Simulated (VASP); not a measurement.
A run of VASP 6.6.1 is set up as follows.

Contents of POSCAR:

```
B6As
1.0
    2.9531617526      1.7050087328      3.7614338298
   -2.9531617526      1.7050087328      3.7614338298
    0.0000000000     -3.4100174656      3.7614338298
B As
12 2
Direct
    0.0183102876      0.0183102876      0.3253968563
    0.0183102876      0.3253968563      0.0183102876
    0.8208149783      0.2739392568      0.8208149783
    0.8208149783      0.8208149783      0.2739392568
    0.2739392568      0.8208149783      0.8208149783
    0.7260607432      0.1791850217      0.1791850217
    0.1791850217      0.7260607432      0.1791850217
    0.1791850217      0.1791850217      0.7260607432
    0.9816897124      0.6746031437      0.9816897124
    0.9816897124      0.9816897124      0.6746031437
    0.6746031437      0.9816897124      0.9816897124
    0.3253968563      0.0183102876      0.0183102876
    0.6016016008      0.6016016008      0.6016016008
    0.3983983992      0.3983983992      0.3983983992
```

The input INCAR.step1:

```
SYSTEM = B6As
  PREC = Accurate
  ENCUT = 520
  ISMEAR = 0
  SIGMA = 0.02
  LREAL = .False.
  LASPH = .True.
  NELM = 100
  NBANDS = 36
  GGA = PE
  ALGO = Normal
  EDIFF = 1E-4
  LWAVE = .True.
  LCHARG = .False.
```

The input INCAR.step2:

```
SYSTEM = B6As
  PREC = Accurate
  ENCUT = 520
  EDIFF = 1E-6
  ISMEAR = 0
  SIGMA = 0.02
  LREAL = .False.
  LASPH = .True.
  NELM = 100
  ALGO = Normal
  ISIF = 2
  LWAVE = .False.
  LCHARG = .False.
  METAGGA = R2SCAN
  LMIXTAU = .True.
  NBANDS = 36
  ISTART = 1
```

The input KPOINTS:

```
regular mesh
0
Gamma
  6 6 6
  0 0 0
```

Potentials or basis: VASP PAW PBE potentials, release 64 (B, As).

The run is started by

```bash
$ cat potpaw_PBE.64/B/POTCAR potpaw_PBE.64/As/POTCAR > POTCAR
$ cp INCAR.step1 INCAR
$ mpirun -np 1 vasp_std > vasp.out
$ cp INCAR.step2 INCAR
$ mpirun -np 1 vasp_std > vasp.out
```

**Question.** What does it give for the band gap on the k mesh?

**Answer.** 2.92 eV (least direct gap 2.98 eV).

**Question.** Predict the largest force.

**Answer.** 0.025 eV/Å.

Stress tensor (GPa, compression positive):
```
31.32  0.00  0.00
 0.00 31.32  0.00
 0.00  0.00 31.18
```

Caveat: the cell stands under pressure; the PAW data sets were made with another functional, which shifts forces and pressure a little. A k mesh can miss the band edges.
